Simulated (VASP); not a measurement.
Wanted: the native input for a VASP 6.6.1 run.

```
Task                   : single point
Functional             : PBE
Potentials or basis    : VASP PAW PBE potentials, release 64 (Ga_d, As)
Cutoff                 : 520 eV
k mesh                 : 10 × 10 × 10
Occupations            : gaussian, width 0.05 eV
Spin                   : no spin polarisation
Dipole correction      : no
Further INCAR settings : ALGO = Normal; EDIFF = 1e-06; NBANDS = 16
```

The structure of GaAs lies in POSCAR:

```
GaAs
1.0
    0.0000000000      2.8975212500      2.7561787500
    2.8975212500      0.0000000000      2.7561787500
    2.8975212500      2.8975212500      0.0000000000
Ga As
1 1
Direct
    0.0000000000      0.0000000000      0.0000000000
    0.7500000000      0.7500000000      0.7500000000
```

This cell differs from its parent crystal: strain +0.025 along x and y, -0.025 along z.

The input as run:

INCAR

```
PREC = Accurate
ENCUT = 520
EDIFF = 1E-6
ISMEAR = 0
SIGMA = 0.05
LREAL = F
LASPH = T
NELM = 80
ALGO = Normal
ISIF = 2
LWAVE = F
LCHARG = F
GGA = PE
NBANDS = 16
```

KPOINTS

```
Automatic mesh
0
Gamma
  10 10 10
```

Potentials or basis: VASP PAW PBE potentials, release 64 (Ga_d, As).

Launch:

```bash
$ cat potpaw_PBE.64/Ga_d/POTCAR potpaw_PBE.64/As/POTCAR > POTCAR
$ mpirun -np 1 vasp_std > vasp.out
```

Results of the run:

```json
{
  "Pressure": "1.7 GPa",
  "Band gap on the k mesh": "0.15 eV"
}
```

Caveat: the cell differs from its parent crystal (strain +0.025 along x and y, -0.025 along z).

It took 79 s on 1 thread of Intel Xeon 8259CL (shared host), peak memory 0.22 GiB.
